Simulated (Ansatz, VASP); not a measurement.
## Two plane-wave programs on Ti2Co

The input INCAR:

```
SYSTEM = Ti2Co
ALGO = Normal
EDIFF = 1E-6
ENCUT = 520
GGA = PS
ISIF = 2
ISMEAR = 0
ISPIN = 2
LASPH = .TRUE.
LCHARG = .TRUE.
LELF = .TRUE.
LMAXMIX = 4
LORBIT = 11
LREAL = .FALSE.
LVHAR = .TRUE.
LWAVE = .FALSE.
MAGMOM = 0 0 0 0 0.59 0.59
NBANDS = 46
NELM = 150
PREC = Accurate
SIGMA = 0.1
```

KPOINTS

```
k-points
0
G
  2 2 2
  0 0 0
```

The input POSCAR:

```
Ti2Co
1.0
    0.0000000000      3.3650000000      3.3650000000
    3.3650000000      0.0000000000      3.3650000000
    3.3650000000      3.3650000000      0.0000000000
Ti Co
4 2
Direct
    0.1250000000      0.1250000000      0.1250000000
    0.6250000000      0.1250000000      0.1250000000
    0.1250000000      0.1250000000      0.6250000000
    0.1250000000      0.6250000000      0.1250000000
    0.5000000000      0.5000000000      0.5000000000
    0.7500000000      0.7500000000      0.7500000000
```

Input for Ansatz:

```yaml
crystal:
  lattice:
    - [0.0, 3.365, 3.365]
    - [3.365, 0.0, 3.365]
    - [3.365, 3.365, 0.0]
  atoms:
    - { symbol: Ti, position: [0.125, 0.125, 0.125] }
    - { symbol: Ti, position: [0.625, 0.125, 0.125] }
    - { symbol: Ti, position: [0.125, 0.125, 0.625] }
    - { symbol: Ti, position: [0.125, 0.625, 0.125] }
    - { symbol: Co, position: [0.5, 0.5, 0.5], spin: 0.59 }
    - { symbol: Co, position: [0.75, 0.75, 0.75], spin: 0.59 }
basis:
  ecutwfc: 420
kpoints:
  mp_grid: { grid: [2, 2, 2] }
hamiltonian:
  xc: pbesol
scf:
  occupations: { method: gaussian, width: 0.1 }
output:
  forces: true
  stress: true
  eigenvalues: true
  populations: true
magnetization:
  spin_polarized: true
```

Alike in both runs: task single point; functional PBEsol; k mesh 2 × 2 × 2; occupations gaussian, width 0.1 eV; collinear spin.

|  | VASP | Ansatz |
| --- | --- | --- |
| version | VASP 6.6.1 | Ansatz 0.2.0 |
| potentials or method | VASP PAW PBE potentials, release 64 (Ti_sv, Co), cutoff 520 eV | scalar-relativistic, plane waves, PAW |
| valence electrons in the cell | 66 | 82 |

|  | VASP | Ansatz | Ansatz less VASP |
| --- | --- | --- | --- |
| gap on the k mesh at the Fermi level (eV) | none | none | - |
| pressure (GPa) | 14.4 | 14.3 | -0.03 |
| net moment per atom (μB) | 0.00 | 0.00 | 0.000 |

VASP's potentials were made for PBE, not for PBEsol. A gap of «none» marks a metal or a gap that the smearing closes. VASP's potentials hold 66 valence electrons a cell and Ansatz's 82, so a difference there can come from the potentials and not from the codes. Ansatz's warnings: seeded moment not kept.

The k mesh is coarse, so the values compare programs but aren't converged.
